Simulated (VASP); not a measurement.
# NiO2 (P-3m1) in VASP: further runs

The runs below take NiO2 through single point, with PBEsol.

All numbers are computed with VASP 6.6.1; they aren't measurements. Logs are shortened: lines on timing, memory, paths and dates and some standing lists are left out, and cuts for length are marked.

### Step 1. The cell of the first run

Symmetry: P-3m1, No. 164, trigonal system. The conventional cell has a = 2.842 Å, b = 2.842 Å, c = 4.772 Å, α = 90.00°, β = 90.00°, γ = 120.00°. Within 2.4 Å of Ni (site symmetry -3m) lie 6 O at 1.79 Å. Within 2.4 Å of O (site symmetry 3m) lie 3 Ni at 1.79 Å and 3 O at 2.18 Å.

### Step 2. Single point, PBEsol

Input file INCAR:

```
  PREC = Accurate
  ENCUT = 700
  EDIFF = 1E-6
  ISMEAR = 0
  SIGMA = 0.05
  LREAL = F
  LASPH = T
  NELM = 120
  ALGO = Normal
  ISIF = 2
  LWAVE = F
  LCHARG = F
  GGA = PS
  NBANDS = 22
  GGA_COMPAT = F
```

Input file KPOINTS:

```
Automatic mesh
0
Gamma
  12 12 6
```

Input file POSCAR:

```
NiO2
1.0
    2.8419904474      0.0000000000      0.0000000000
   -1.4209952237      2.4612359247      0.0000000000
    0.0000000000      0.0000000000      4.7717019612
Ni O
1 2
Direct
    0.0000000000      0.0000000000      0.5000000000
    0.6666666667      0.3333333333      0.6499533987
    0.3333333333      0.6666666667      0.3500466013
```

Potentials or basis: VASP PAW PBE potentials, release 64 (Ni_sv_GW, O).

On the command line:

```
$ cat potpaw_PBE.64/Ni_sv_GW/POTCAR potpaw_PBE.64/O/POTCAR > POTCAR
$ mpirun -np 1 vasp_std > vasp.out
```

OUTCAR:

```text
PREC = Accurate
   ENCUT = 700
   EDIFF = 1E-6
   ISMEAR = 0
   LREAL = F
   LASPH = T
   NELM = 120
   ISIF = 2
   GGA = PS

 ion  position               nearest neighbor table
   1  0.000  0.000  0.500-   2 1.79   3 1.79   3 1.79   2 1.79   2 1.79   3 1.79
   2  0.667  0.333  0.650-   1 1.79   1 1.79   1 1.79
   3  0.333  0.667  0.350-   1 1.79   1 1.79   1 1.79

  LATTYP: Found a hexagonal cell.
 ALAT       =     2.8419904474
 C/A-ratio  =     1.6790000000

  Lattice vectors:

 A1 = (   2.8419904474,   0.0000000000,   0.0000000000)
 A2 = (  -1.4209952237,   2.4612359247,   0.0000000000)
 A3 = (   0.0000000000,   0.0000000000,   4.7717019612)

Analysis of symmetry for initial positions (statically):
=====================================================================
 Subroutine PRICEL returns:
 Original cell was already a primitive cell.

 Routine SETGRP: Setting up the symmetry group for a
 hexagonal supercell.

 Subroutine GETGRP returns: Found 12 space group operations
 (whereof 12 operations were pure point group operations)
 out of a pool of 24 trial point group operations.

The static configuration has the point symmetry D_3d.

Analysis of symmetry for dynamics (positions and initial velocities):
=====================================================================
 Subroutine PRICEL returns:
 Original cell was already a primitive cell.

 Routine SETGRP: Setting up the symmetry group for a
 hexagonal supercell.

 Subroutine GETGRP returns: Found 12 space group operations
 (whereof 12 operations were pure point group operations)
 out of a pool of 24 trial point group operations.

The dynamic configuration has the point symmetry D_3d.

 Subroutine INISYM returns: Found 12 space group operations
 (whereof 12 operations are pure point group operations),
 and found     1 'primitive' translations

----------------------------------------------------------------------------------------

                                     Primitive cell

  volume of cell :      33.3771

  direct lattice vectors                    reciprocal lattice vectors
     2.841990447  0.000000000  0.000000000     0.351866067  0.203149968  0.000000000
    -1.420995224  2.461235925  0.000000000     0.000000000  0.406299937  0.000000000
     0.000000000  0.000000000  4.771701961     0.000000000  0.000000000  0.209568831

  length of vectors
     2.841990447  2.841990447  4.771701961     0.406299937  0.406299937  0.209568831

  position of ions in fractional coordinates (direct lattice)
     0.000000000  0.000000000  0.500000000
     0.666666667  0.333333333  0.649953399
     0.333333333  0.666666667  0.350046601

  ion indices of the primitive-cell ions
   primitive index   ion index
                 1           1
                 2           2
                 3           3

----------------------------------------------------------------------------------------

 KPOINTS: Automatic mesh

Automatic generation of k-mesh.
 Grid dimensions read from file:
 generate k-points for:   12   12    6

 Generating k-lattice:

  Cartesian coordinates                     Fractional coordinates (reciprocal lattice)
     0.029322172  0.016929164  0.000000000     0.083333333  0.000000000  0.000000000
     0.000000000  0.033858328  0.000000000     0.000000000  0.083333333  0.000000000
     0.000000000  0.000000000  0.034928138     0.000000000  0.000000000  0.166666667

  Length of vectors
     0.033858328  0.033858328  0.034928138

  Shift w.r.t. Gamma in fractional coordinates (k-lattice)
     0.000000000  0.000000000  0.000000000

 Subroutine IBZKPT returns following result:
 ===========================================

 Found    100 irreducible k-points:

 Following reciprocal coordinates:
            Coordinates               Weight
  0.000000  0.000000  0.000000      1.000000
  0.083333  0.000000  0.000000      6.000000
  0.166667  0.000000  0.000000      6.000000
  0.250000  0.000000  0.000000      6.000000
  0.333333  0.000000  0.000000      6.000000
  0.416667  0.000000  0.000000      6.000000
[... 16 lines left out ...]
  0.166667  0.000000  0.166667      6.000000
  0.000000  0.166667  0.166667      6.000000
 [... further k-points ...]
   k-points           NKPTS =    100   k-points in BZ     NKDIM =    100   number of bands    NBANDS=     22
   number of dos      NEDOS =    301   number of ions     NIONS =      3
   total plane-waves  NPLWV =  32928
   dimension x,y,z NGX =    28 NGY =   28 NGZ =   42
   dimension x,y,z NGXF=    56 NGYF=   56 NGZF=   84
   ions per type =               1   2
   NGX,Y,Z   is equivalent  to a cutoff of  16.38, 16.38, 14.63 a.u.
   NGXF,Y,Z  is equivalent  to a cutoff of  32.76, 32.76, 29.27 a.u.
 SYSTEM =  unknown system
   PREC   = accura    normal or accurate (medium, high low for compatibility)
   ISTART =      0    job   : 0-new  1-cont  2-samecut
   ICHARG =      2    charge: 1-file 2-atom 10-const
   ISPIN  =      1    spin polarized calculation?
   LNONCOLLINEAR =      F non collinear calculations
   LSORBIT =      F    spin-orbit coupling
   LASPH  =      T    aspherical Exc in radial PAW
   ENCUT  =  700.0 eV  51.45 Ry    7.17 a.u.   6.13  6.13 10.29*2*pi/ulx,y,z
   NELM   =    120;   NELMIN=  2; NELMDL= -5     # of ELM steps
   EDIFF  = 0.1E-05   stopping-criterion for ELM
   LREAL  =      F    real-space projection
   EDIFFG = 0.1E-04   stopping-criterion for IOM
   NSW    =      0    number of steps for IOM
   IBRION =     -1    ionic relax: 0-MD 1-quasi-New 2-CG
   NFREE  =      0    steps in history (QN), initial steepest desc. (CG)
   ISIF   =      2    stress and relaxation
   ISYM   =      2    0-nonsym 1-usesym 2-fastsym
   POTIM  = 0.5000    time-step for ionic-motion
   TEBEG  =    0.0;   TEEND  =   0.0 temperature during run
   PSTRESS=    0.0 pullay stress
   NELECT =      30.0000    total number of electrons
   NUPDOWN=      -1.0000    fix difference up-down
   EMIN   =  10.00;   EMAX   =-10.00  energy-range for DOS
   EFERMI =   0.00;   METHOD = LEGACY
   ISMEAR =     0;   SIGMA  =   0.05  broadening in eV -4-tet -1-fermi 0-gaus
   EFERMI_NEDOS =   21; number of points for ismear=-14 and -15
   IALGO  =     38    algorithm
   IMIX   =      4    mixing-type and parameters
     AMIX     =   0.40;   BMIX     =  1.00
     AMIX_MAG =   1.60;   BMIX_MAG =  1.00
  volume/ion in A,a.u.               =      11.13        75.08
  Fermi-wavevector in a.u.,A,eV,Ry     =   1.579909  2.985596 33.961690  2.496114
  Thomas-Fermi vector in A             =   2.680217
   LORBIT       =      0    0 simple, 1 ext, 2 COOP (PROOUT), +10 PAW based schemes
   GGA     = PS    functional components
   LHFCALC =     F    Hartree Fock is set to
   AEXX    =    0.0000 exact exchange contribution
   IVDW    =     0    specifies the selected vdW correction
   LEPSILON=     F    determine dielectric tensor
   LRPA    =     F    only Hartree local field effects (RPA)
 non-spin polarized calculation
 Gauss-broadening in eV      SIGMA  =   0.05
  energy-cutoff  :      700.00
  volume of cell :       33.38
 maximum number of plane-waves:      1422
 NGX is ok and might be reduce to    28
   NGX = 13   NGY = 13   NGZ = 21

 number of electron      30.0000004 magnetization

 Free energy of the ion-electron system (eV)
  ---------------------------------------------------
  ext. energy  EPLUGINS =         0.00000000
  ---------------------------------------------------
  free energy    TOTEN  =       -19.02598551 eV

  energy without entropy =      -19.02598551  energy(sigma->0) =      -19.02598551

 E-fermi :   2.5912     XC(G=0): -10.4271

 val. band max:        2.1352484160   @ k =   0.0000   0.0000   0.5000
 cond. band min:       2.8880177846   @ k =   0.3333   0.0000   0.3333
 fundamental gap:      0.7527693686
 Fermi energy:         2.5912277989

 k-point     1 :       0.0000    0.0000    0.0000
  band No.  band energies     occupation
      1    -102.3232      2.00000
      2     -63.0802      2.00000
      3     -63.0802      2.00000
      4     -62.3171      2.00000
      5     -19.2470      2.00000
      6     -14.9552      2.00000
[... 14 lines left out ...]
     21      20.6743      0.00000
     22      20.6743      0.00000

 k-point     2 :       0.0833    0.0000    0.0000
  band No.  band energies     occupation
      1    -102.3230      2.00000
      2     -63.0837      2.00000
      3     -63.0811      2.00000
      4     -62.3167      2.00000
      5     -19.1419      2.00000
      6     -15.0187      2.00000
[... 14 lines left out ...]
     21      20.1613      0.00000
     22      20.9828      0.00000

 k-point     3 :       0.1667    0.0000    0.0000
  band No.  band energies     occupation
      1    -102.3223      2.00000
      2     -63.0934      2.00000
      3     -63.0834      2.00000
      4     -62.3156      2.00000
      5     -18.8391      2.00000
      6     -15.1977      2.00000
[... 14 lines left out ...]
     21      19.2105      0.00000
     22      21.5507      0.00000

 k-point     4 :       0.2500    0.0000    0.0000
  band No.  band energies     occupation
      1    -102.3213      2.00000
      2     -63.1064      2.00000
      3     -63.0865      2.00000
      4     -62.3140      2.00000
      5     -18.3763      2.00000
      6     -15.4636      2.00000
[... 14 lines left out ...]
     21      18.4760      0.00000
     22      20.3598      0.00000

 k-point     5 :       0.3333    0.0000    0.0000
  band No.  band energies     occupation
      1    -102.3203      2.00000
      2     -63.1194      2.00000
      3     -63.0897      2.00000
      4     -62.3123      2.00000
      5     -17.8175      2.00000
      6     -15.7880      2.00000
[... 14 lines left out ...]
     21      17.4857      0.00000
     22      20.1547      0.00000

 k-point     6 :       0.4167    0.0000    0.0000
  band No.  band energies     occupation
      1    -102.3194      2.00000
      2     -63.1289      2.00000
      3     -63.0918      2.00000
      4     -62.3110      2.00000
      5     -17.2521      2.00000
      6     -16.1530      2.00000
[... 14 lines left out ...]
     21      16.5295      0.00000
     22      20.7165      0.00000

 k-point     7 :       0.5000    0.0000    0.0000
  band No.  band energies     occupation
      1    -102.3192      2.00000
      2     -63.1325      2.00000
      3     -63.0927      2.00000
      4     -62.3106      2.00000
      5     -16.8900      2.00000
      6     -16.4346      2.00000
[... 324 lines left out ...]
      6     -14.9699      2.00000
[... 14 lines left out ...]
     21      20.6728      0.00000
     22      20.6728      0.00000

 k-point    21 :       0.0833    0.0000    0.1667
  band No.  band energies     occupation
      1    -102.3230      2.00000
      2     -63.0838      2.00000
      3     -63.0811      2.00000
      4     -62.3168      2.00000
      5     -19.1367      2.00000
      6     -15.0324      2.00000
[... 14 lines left out ...]
     21      20.1543      0.00000
     22      20.9541      0.00000

 k-point    22 :       0.0000    0.0833    0.1667
  band No.  band energies     occupation
      1    -102.3231      2.00000
      2     -63.0838      2.00000
      3     -63.0811      2.00000
      4     -62.3168      2.00000
      5     -19.1366      2.00000
      6     -15.0325      2.00000
[... 14 lines left out ...]
     21      20.0829      0.00000
     22      21.0052      0.00000

 k-point    23 :       0.1667    0.0000    0.1667
  band No.  band energies     occupation
      1    -102.3223      2.00000
      2     -63.0934      2.00000
      3     -63.0834      2.00000
      4     -62.3155      2.00000
      5     -18.8341      2.00000
      6     -15.2084      2.00000
[... 14 lines left out ...]
     21      19.2419      0.00000
     22      21.6171      0.00000

 k-point    24 :       0.0000    0.1667    0.1667
  band No.  band energies     occupation
      1    -102.3223      2.00000
      2     -63.0933      2.00000
      3     -63.0834      2.00000
      4     -62.3155      2.00000
      5     -18.8339      2.00000
      6     -15.2091      2.00000
[... 14 lines left out ...]
     21      18.9828      0.00000
     22      21.7463      0.00000

 [... further k-points ...]

------------------------ aborting loop because EDIFF is reached ----------------------------------------

  FORCE on cell =-STRESS in cart. coord.  units (eV):
  Direction    XX          YY          ZZ          XY          YZ          ZX
  --------------------------------------------------------------------------------------
  -------------------------------------------------------------------------------------
  Total        4.9643916      4.9643916      5.3889001      0.0000000      0.0000000      0.0000000
  in kB      238.3018655    238.3018655    258.6792207      0.0000000      0.0000000      0.0000000
  external PRESSURE =     245.0943172 kB  Pullay stress =       0.0000000 kB

 VOLUME and BASIS-vectors are now :
 -----------------------------------------------------------------------------
  energy-cutoff  :      700.00
  volume of cell :       33.38
      direct lattice vectors                 reciprocal lattice vectors
     2.841990447  0.000000000  0.000000000     0.351866067  0.203149968  0.000000000
    -1.420995224  2.461235925  0.000000000     0.000000000  0.406299937  0.000000000
     0.000000000  0.000000000  4.771701961     0.000000000  0.000000000  0.209568831

 POSITION                                       TOTAL-FORCE (eV/Angst)
 -----------------------------------------------------------------------------------
      0.00000      0.00000      2.38585         0.000000      0.000000     -0.000000
      1.42100      0.82041      3.10138         0.000000      0.000000      3.917810
     -0.00000      1.64082      1.67032        -0.000000     -0.000000     -3.917810
 -----------------------------------------------------------------------------------
    total drift:                               -0.000000     -0.000000      0.000000

  FREE ENERGIE OF THE ION-ELECTRON SYSTEM (eV)
  ---------------------------------------------------
  free  energy   TOTEN  =       -19.0259855065 eV

  energy  without entropy=      -19.0259855065  energy(sigma->0) =      -19.02598551
```

Wall time 86 s (1 thread of Intel Xeon Platinum 8559C (Emerald Rapids), shared host); peak memory 0.27 GiB.

Results:

- Free energy: -19.0260 eV
- Pressure: 24.5 GPa
- Largest force: 3.918 eV/Å
- Band gap on the k mesh: 0.75 eV (least direct gap 1.23 eV)

Forces in eV/Å, atoms in the order of the input:
```
Ni   0.000  0.000  0.000
O    0.000  0.000  3.918
O    0.000  0.000 -3.918
```

Stress tensor (GPa, compression positive):
```
23.83  0.00  0.00
 0.00 23.83  0.00
 0.00  0.00 25.87
```

Caveat: the cell stands under pressure; the PAW data sets were made with another functional, which shifts forces and pressure a little; the run has no spin polarisation, though such a crystal can be magnetic.

(Part 1 of 2 ends here.)
